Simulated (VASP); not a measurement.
FeP, 8 atoms in the cell. It takes space group Pnma (No. 62, orthorhombic). The conventional cell has a = 5.052 Å, b = 3.221 Å, c = 5.643 Å, α = 90.00°, β = 90.00°, γ = 90.00°. Within 2.9 Å of Fe (site symmetry m) lie 6 P at 2.21 to 2.34 Å and 4 Fe at 2.59 to 2.78 Å. P (site symmetry m) has 6 Fe at 2.21 to 2.34 Å and 2 P at 2.67 Å within 2.9 Å. 

```yaml
Program: VASP 6.6.1
Task: single point
Functional: PBEsol
Potentials_or_basis: VASP PAW PBE potentials, release 64 (Fe, P)
Cutoff: 520 eV
k_mesh: 4 × 6 × 3
Occupations: fermi-dirac, width 0.1 eV
Spin: collinear spin, antiferromagnetic start
Starting_moments: "[-2.04, -2.04, 2.04, 2.04, -0.01, -0.01, 0.01, 0.01] μB"
Hubbard_terms: Fe d U = 4.31 eV, J = 0.54 eV
Dipole_correction: no
LDAUTYPE: 1
Hund's_J: 0.54
Charge: 1
Further_INCAR_settings: ALGO = Normal; EDIFF = 1e-06; NBANDS = 40; ISYM = 0; NELECT = 51.0
```

Potentials or basis: VASP PAW PBE potentials, release 64 (Fe, P).

Command:

```bash
$ cat potpaw_PBE.64/Fe/POTCAR potpaw_PBE.64/P/POTCAR > POTCAR
$ mpirun -np 1 vasp_std > vasp.out
```

Hardware: 1 thread of Intel(R) Xeon(R) Platinum 8175M CPU @ 2.50GHz (Skylake/Cascade Lake), with other jobs on the host.

Estimate the wall time of this run.

Run time: 8 min on 1 thread of Intel(R) Xeon(R) Platinum 8175M CPU @ 2.50GHz (Skylake/Cascade Lake) (shared host), peak memory 0.35 GiB. Counts: scf iterations 23, k points 38.
